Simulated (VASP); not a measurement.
# Pb (Fm-3m) in VASP: a series of runs

Aim: see how the results for Pb move with the level of theory and the settings. Levels: SVWN5, PBE+D4. Tasks: single point.

All numbers are computed with VASP 6.6.1; they aren't measurements. Logs are shortened: lines on timing, memory, paths and dates and some standing lists are left out, and cuts for length are marked.

### Step 1. The cell of the first run

Symmetry: Fm-3m, No. 225, cubic system. The conventional cell has a = 4.883 Å, b = 4.883 Å, c = 4.883 Å, α = 90.00°, β = 90.00°, γ = 90.00°. Within 4.5 Å of Pb (site symmetry m-3m) lie 12 Pb at 3.45 Å.

### Step 2. Single point, SVWN5

INCAR

```
  ALGO = Fast
  EDIFF = 1E-6
  ENCUT = 520
  GGA = VW
  ISIF = 2
  ISMEAR = -1
  LASPH = T
  LCHARG = F
  LREAL = F
  LWAVE = F
  NBANDS = 13
  NELM = 60
  PREC = Accurate
  SIGMA = 0.05
```

KPOINTS

```
k-points
0
Gamma
  9 9 9
```

POSCAR

```
Pb
1.0
    0.0000000000      2.4415696833      2.4415696833
    2.4415696833      0.0000000000      2.4415696833
    2.4415696833      2.4415696833      0.0000000000
Pb
1
Direct
    0.0000000000      0.0000000000      0.0000000000
```

Potentials or basis: VASP PAW PBE potentials, release 64 (Pb_d).

The run is started by

```bash
$ cat potpaw_PBE.64/Pb_d/POTCAR > POTCAR
$ mpirun -np 1 vasp_std > vasp.out
```

OUTCAR:

```text
EDIFF = 1E-6
   ENCUT = 520
   GGA = VW
   ISIF = 2
   ISMEAR = -1
   LASPH = T
   LREAL = F
   NELM = 60
   PREC = Accurate

 ion  position               nearest neighbor table
   1  0.000  0.000  0.000-

  LATTYP: Found a face centered cubic cell.
 ALAT       =     4.8831393666

  Lattice vectors:

 A1 = (   0.0000000000,   2.4415696833,   2.4415696833)
 A2 = (   2.4415696833,   0.0000000000,   2.4415696833)
 A3 = (   2.4415696833,   2.4415696833,   0.0000000000)

Analysis of symmetry for initial positions (statically):
[... 5 lines left out ...]
 face centered cubic supercell.

 Subroutine GETGRP returns: Found 48 space group operations
 (whereof 48 operations were pure point group operations)
 out of a pool of 48 trial point group operations.

The static configuration has the point symmetry O_h .

Analysis of symmetry for dynamics (positions and initial velocities):
[... 5 lines left out ...]
 face centered cubic supercell.

 Subroutine GETGRP returns: Found 48 space group operations
 (whereof 48 operations were pure point group operations)
 out of a pool of 48 trial point group operations.

The dynamic configuration has the point symmetry O_h .

 Subroutine INISYM returns: Found 48 space group operations
 (whereof 48 operations are pure point group operations),
 and found     1 'primitive' translations

----------------------------------------------------------------------------------------

                                     Primitive cell

  volume of cell :      29.1097

  direct lattice vectors                    reciprocal lattice vectors
     0.000000000  2.441569683  2.441569683    -0.204786291  0.204786291  0.204786291
     2.441569683  0.000000000  2.441569683     0.204786291 -0.204786291  0.204786291
     2.441569683  2.441569683  0.000000000     0.204786291  0.204786291 -0.204786291

  length of vectors
     3.452900960  3.452900960  3.452900960     0.354700261  0.354700261  0.354700261

  position of ions in fractional coordinates (direct lattice)
     0.000000000  0.000000000  0.000000000

  ion indices of the primitive-cell ions
   primitive index   ion index
                 1           1

----------------------------------------------------------------------------------------

 KPOINTS: k-points

Automatic generation of k-mesh.
 Grid dimensions read from file:
 generate k-points for:    9    9    9

 Generating k-lattice:

[... 60 lines left out ...]
   NELM   =     60;   NELMIN=  2; NELMDL= -5     # of ELM steps
   EDIFF  = 0.1E-05   stopping-criterion for ELM
   LREAL  =      F    real-space projection
   EDIFFG = 0.1E-04   stopping-criterion for IOM
   NSW    =      0    number of steps for IOM
   IBRION =     -1    ionic relax: 0-MD 1-quasi-New 2-CG
   NFREE  =      0    steps in history (QN), initial steepest desc. (CG)
   ISIF   =      2    stress and relaxation
   ISYM   =      2    0-nonsym 1-usesym 2-fastsym
   POTIM  = 0.5000    time-step for ionic-motion
   TEBEG  =    0.0;   TEEND  =   0.0 temperature during run
   PSTRESS=    0.0 pullay stress
   NELECT =      14.0000    total number of electrons
   NUPDOWN=      -1.0000    fix difference up-down
   EMIN   =  10.00;   EMAX   =-10.00  energy-range for DOS
   EFERMI =   0.00;   METHOD = LEGACY
   ISMEAR =    -1;   SIGMA  =   0.05  broadening in eV -4-tet -1-fermi 0-gaus
   EFERMI_NEDOS =   21; number of points for ismear=-14 and -15
   IALGO  =     68    algorithm
   IMIX   =      4    mixing-type and parameters
     AMIX     =   0.40;   BMIX     =  1.00
     AMIX_MAG =   1.60;   BMIX_MAG =  1.00
  volume/ion in A,a.u.               =      29.11       196.44
  Fermi-wavevector in a.u.,A,eV,Ry     =   1.282641  2.423840 22.383862  1.645167
  Thomas-Fermi vector in A             =   2.414940
   LORBIT       =      0    0 simple, 1 ext, 2 COOP (PROOUT), +10 PAW based schemes
   GGA     = VW    functional components
   LHFCALC =     F    Hartree Fock is set to
   AEXX    =    0.0000 exact exchange contribution
   IVDW    =     0    specifies the selected vdW correction
   LEPSILON=     F    determine dielectric tensor
   LRPA    =     F    only Hartree local field effects (RPA)
 non-spin polarized calculation
 RMM-DIIS sequential band-by-band and
  energy-cutoff  :      520.00
  volume of cell :       29.11
 maximum number of plane-waves:       801
 NGX is ok and might be reduce to    28
   NGX = 13   NGY = 13   NGZ = 13

 number of electron      13.9999999 magnetization

 Free energy of the ion-electron system (eV)
  ---------------------------------------------------
  ext. energy  EPLUGINS =         0.00000000
  ---------------------------------------------------
  free energy    TOTEN  =        -4.25939794 eV

  energy without entropy =       -4.25635426  energy(sigma->0) =       -4.25787610

 E-fermi :   7.2026     XC(G=0): -10.6430

 val. band max:        6.9787836176   @ k =  -0.3333   0.3333   0.1111
 cond. band min:       7.2049075774   @ k =  -0.2222   0.3333   0.1111
 fundamental gap:      0.2261239598
 Fermi energy:         7.2025546471

 k-point     1 :       0.0000    0.0000    0.0000
  band No.  band energies     occupation
      1      -9.6103      2.00000
      2      -9.6103      2.00000
      3      -9.6103      2.00000
      4      -9.4478      2.00000
      5      -9.4478      2.00000
      6      -4.7178      2.00000
      7      15.0233      0.00000
      8      15.0233      0.00000
      9      15.0233      0.00000
     10      17.2761      0.00000
     11      19.3000      0.00000
     12      20.2220      0.00000
     13      20.2220      0.00000
[... 354 lines left out ...]
  band No.  band energies     occupation
      1      -9.7943      2.00000
      2      -9.6918      2.00000
      3      -9.3109      2.00000
      4      -9.2679      2.00000
      5      -9.2679      2.00000
      6       0.1215      2.00000
      7       4.5449      2.00000
      8       9.5300      0.00000
      9       9.5300      0.00000
     10      13.0672      0.00000
     11      14.3026      0.00000
     12      25.9288      0.00000
     13      27.8563      0.00000

 [... further k-points ...]
[... 5 lines left out ...]
  --------------------------------------------------------------------------------------
  -------------------------------------------------------------------------------------
  Total       -0.0578265     -0.0578265     -0.0578265      0.0000000      0.0000000      0.0000000
  in kB       -3.1827338     -3.1827338     -3.1827338      0.0000000      0.0000000      0.0000000
  external PRESSURE =      -3.1827338 kB  Pullay stress =       0.0000000 kB

 VOLUME and BASIS-vectors are now :
 -----------------------------------------------------------------------------
  energy-cutoff  :      520.00
  volume of cell :       29.11
      direct lattice vectors                 reciprocal lattice vectors
     0.000000000  2.441569683  2.441569683    -0.204786291  0.204786291  0.204786291
     2.441569683  0.000000000  2.441569683     0.204786291 -0.204786291  0.204786291
     2.441569683  2.441569683  0.000000000     0.204786291  0.204786291 -0.204786291

 POSITION                                       TOTAL-FORCE (eV/Angst)
 -----------------------------------------------------------------------------------
      0.00000      0.00000      0.00000         0.000000      0.000000     -0.000000
 -----------------------------------------------------------------------------------
    total drift:                               -0.000000     -0.000000     -0.000000

  FREE ENERGIE OF THE ION-ELECTRON SYSTEM (eV)
  ---------------------------------------------------
  free  energy   TOTEN  =        -4.2593979442 eV

  energy  without entropy=       -4.2563542603  energy(sigma->0) =       -4.25787610
```

OSZICAR:

```text
N       E                     dE             d eps       ncg     rms          rms(c)
DAV:   1     0.103645141366E+03    0.10365E+03   -0.72007E+03   925   0.127E+03
DAV:   2     0.506293464139E+00   -0.10314E+03   -0.10005E+03   950   0.315E+02
DAV:   3    -0.417186453820E+01   -0.46782E+01   -0.46666E+01  1133   0.699E+01
DAV:   4    -0.427400229624E+01   -0.10214E+00   -0.10211E+00  1094   0.109E+01
DAV:   5    -0.427839122788E+01   -0.43889E-02   -0.43888E-02  1251   0.212E+00    0.625E-01
RMM:   6    -0.426329334147E+01    0.15098E-01   -0.15487E-02  1090   0.182E+00    0.282E-01
RMM:   7    -0.425951334603E+01    0.37800E-02   -0.92894E-03  1102   0.107E+00    0.735E-02
RMM:   8    -0.425934950082E+01    0.16385E-03   -0.17723E-03  1369   0.589E-01    0.128E-02
RMM:   9    -0.425939007717E+01   -0.40576E-04   -0.42983E-04  1317   0.195E-01    0.119E-02
RMM:  10    -0.425939816697E+01   -0.80898E-05   -0.11354E-04  1192   0.190E-01    0.124E-02
RMM:  11    -0.425939542369E+01    0.27433E-05   -0.47261E-05  1310   0.902E-02    0.122E-03
RMM:  12    -0.425939767447E+01   -0.22508E-05   -0.22383E-05  1146   0.481E-02    0.119E-03
RMM:  13    -0.425939794424E+01   -0.26977E-06   -0.27873E-06   730   0.212E-02
   1 F= -.42593979E+01 E0= -.42578761E+01  d E =-.304368E-02
```

stdout:

```text
POSCAR found type information on POSCAR Pb
 POSCAR found :  1 types and       1 ions
 scaLAPACK will be used
 -----------------------------------------------------------------------------
|                                                                             |
|                                                                             |
|     You enforced a specific xc type in the INCAR file but a different       |
|     I HOPE YOU KNOW WHAT YOU ARE DOING!                                     |
|                                                                             |
 -----------------------------------------------------------------------------

 LDA part: xc-table for (Slater(with rela. corr.)+VWN5), standard interpolation
 POSCAR, INCAR and KPOINTS ok, starting setup
 FFT: planning ... GRIDC
 FFT: planning ... GRID_SOFT
 FFT: planning ... GRID
 WAVECAR not read
 entering main loop
WARNING in EDDRMM: call to ZHEGV failed, returncode =   6  3     11
```

Wall time 9.4 s (1 thread of Intel Xeon Platinum 8488C (Sapphire Rapids), shared host); peak memory 0.14 GiB.

Results:

* Free energy: -4.2594 eV
* Pressure: -0.3 GPa
* Band gap on the k mesh: zero (band 7 reaches 15.02 eV, above the bottom of band 8 at 5.74 eV)

Levels at points of the mesh, in eV from the Fermi level:
| k point | band 3 | band 4 | band 5 | band 6 | band 7 | band 8 | band 9 | band 10 | band 11 | band 12 |
| --- | --- | --- | --- | --- | --- | --- | --- | --- | --- | --- |
| (0.00, 0.00, 0.00) | -16.81 | -16.65 | -16.65 | -11.92 | 7.82 | 7.82 | 7.82 | 10.07 | 12.10 | 13.02 |

Caveat: the PAW data sets were made with another functional, which shifts forces and pressure a little; spin-orbit coupling is left out, which moves the levels of the heavy elements.

### Step 3. Single point, SVWN5

This run uses another cell than the first one, of 29.72 Å³/atom, 1.021 times its volume.

INCAR

```
SYSTEM = Pb
PREC = Accurate ; ENCUT = 520
EDIFF = 1E-7 ; ISMEAR = -1
SIGMA = 0.05 ; LREAL = .FALSE.
LASPH = .TRUE. ; NELM = 100
ALGO = Fast ; ISIF = 2
LWAVE = .FALSE. ; LCHARG = .FALSE.
GGA = VW ; NBANDS = 13
```

KPOINTS

```
regular mesh
0
G
  9 9 9
  0 0 0
```

POSCAR

```
Pb
1.0
    0.0000000000      2.4584086270      2.4584086270
    2.4584086270      0.0000000000      2.4584086270
    2.4584086270      2.4584086270      0.0000000000
Pb
1
Direct
    0.0000000000      0.0000000000      0.0000000000
```

Potentials or basis: VASP PAW PBE potentials, release 64 (Pb_d).

The run is started by

```bash
$ cat potpaw_PBE.64/Pb_d/POTCAR > POTCAR
$ mpirun -np 1 vasp_std > vasp.out
```

OUTCAR:

```text
SYSTEM = Pb
   PREC = Accurate
   ENCUT = 520
   EDIFF = 1E-7
   ISMEAR = -1
   LREAL = .FALSE.
   LASPH = .TRUE.
   NELM = 100
   ISIF = 2
   GGA = VW

 ion  position               nearest neighbor table
   1  0.000  0.000  0.000-

  LATTYP: Found a face centered cubic cell.
 ALAT       =     4.9168172540

  Lattice vectors:

 A1 = (   0.0000000000,   2.4584086270,   2.4584086270)
 A2 = (   2.4584086270,   0.0000000000,   2.4584086270)
 A3 = (   2.4584086270,   2.4584086270,   0.0000000000)

Analysis of symmetry for initial positions (statically):
[... 5 lines left out ...]
 face centered cubic supercell.
[... 548 lines left out ...]
      6      -0.1160      2.00000
      7       4.3571      2.00000
      8       9.2674      0.00000
      9       9.2674      0.00000
     10      12.7664      0.00000
     11      13.9968      0.00000
     12      25.5714      0.00000
     13      27.3639      0.00000

 [... further k-points ...]
[... 5 lines left out ...]
  --------------------------------------------------------------------------------------
  -------------------------------------------------------------------------------------
  Total       -0.2596444     -0.2596444     -0.2596444     -0.0000000      0.0000000      0.0000000
  in kB      -13.9990091    -13.9990091    -13.9990091     -0.0000000      0.0000000      0.0000000
  external PRESSURE =     -13.9990091 kB  Pullay stress =       0.0000000 kB

 VOLUME and BASIS-vectors are now :
 -----------------------------------------------------------------------------
  energy-cutoff  :      520.00
  volume of cell :       29.72
      direct lattice vectors                 reciprocal lattice vectors
     0.000000000  2.458408627  2.458408627    -0.203383601  0.203383601  0.203383601
     2.458408627  0.000000000  2.458408627     0.203383601 -0.203383601  0.203383601
     2.458408627  2.458408627  0.000000000     0.203383601  0.203383601 -0.203383601

 POSITION                                       TOTAL-FORCE (eV/Angst)
 -----------------------------------------------------------------------------------
      0.00000      0.00000      0.00000         0.000000      0.000000     -0.000000
 -----------------------------------------------------------------------------------
    total drift:                               -0.000000     -0.000000     -0.000000

  FREE ENERGIE OF THE ION-ELECTRON SYSTEM (eV)
  ---------------------------------------------------
  free  energy   TOTEN  =        -4.2563732200 eV

  energy  without entropy=       -4.2533000177  energy(sigma->0) =       -4.25483662
```

OSZICAR:

```text
N       E                     dE             d eps       ncg     rms          rms(c)
DAV:   1     0.108578673282E+03    0.10858E+03   -0.70230E+03   915   0.125E+03
DAV:   2     0.105689890446E+01   -0.10752E+03   -0.10390E+03   940   0.313E+02
DAV:   3    -0.415100000792E+01   -0.52079E+01   -0.51892E+01  1141   0.751E+01
DAV:   4    -0.426961876272E+01   -0.11862E+00   -0.11859E+00  1150   0.118E+01
DAV:   5    -0.427459223992E+01   -0.49735E-02   -0.49732E-02  1278   0.230E+00    0.601E-01
RMM:   6    -0.426005297229E+01    0.14539E-01   -0.15191E-02  1087   0.179E+00    0.272E-01
RMM:   7    -0.425647491949E+01    0.35781E-02   -0.89662E-03  1104   0.104E+00    0.740E-02
RMM:   8    -0.425632269080E+01    0.15223E-03   -0.16665E-03  1352   0.591E-01    0.130E-02
RMM:   9    -0.425636535176E+01   -0.42661E-04   -0.44606E-04  1310   0.200E-01    0.123E-02
RMM:  10    -0.425637176087E+01   -0.64091E-05   -0.11583E-04  1182   0.191E-01    0.111E-02
RMM:  11    -0.425637103766E+01    0.72321E-06   -0.53902E-05  1343   0.893E-02    0.140E-03
RMM:  12    -0.425637305350E+01   -0.20158E-05   -0.19721E-05  1297   0.443E-02    0.153E-03
RMM:  13    -0.425637333583E+01   -0.28233E-06   -0.25772E-06  1272   0.169E-02    0.200E-03
RMM:  14    -0.425637321206E+01    0.12377E-06   -0.52278E-07  1020   0.108E-02    0.649E-04
RMM:  15    -0.425637322000E+01   -0.79349E-08   -0.18515E-07   716   0.453E-03
   1 F= -.42563732E+01 E0= -.42548366E+01  d E =-.307320E-02
```

stdout:

```text
POSCAR found type information on POSCAR Pb
 POSCAR found :  1 types and       1 ions
 scaLAPACK will be used
 -----------------------------------------------------------------------------
|                                                                             |
|                                                                             |
|     You enforced a specific xc type in the INCAR file but a different       |
|     I HOPE YOU KNOW WHAT YOU ARE DOING!                                     |
|                                                                             |
 -----------------------------------------------------------------------------

 LDA part: xc-table for (Slater(with rela. corr.)+VWN5), standard interpolation
 POSCAR, INCAR and KPOINTS ok, starting setup
 FFT: planning ... GRIDC
 FFT: planning ... GRID_SOFT
 FFT: planning ... GRID
 WAVECAR not read
 entering main loop
WARNING in EDDRMM: call to ZHEGV failed, returncode =   8  4     12
WARNING in EDDRMM: call to ZHEGV failed, returncode =   6  3     13
```

It took 14 s on 1 thread of Intel Xeon Platinum 8488C (Sapphire Rapids), shared host; peak memory 0.12 GiB.

Results:

- Free energy: -4.2564 eV
- Pressure: -1.4 GPa
- Band gap on the k mesh: zero (band 7 reaches 14.62 eV, above the bottom of band 8 at 5.55 eV)

Caveat: the PAW data sets were made with another functional, which shifts forces and pressure a little; spin-orbit coupling is left out, which moves the levels of the heavy elements.

(Part 1 of 2 ends here.)
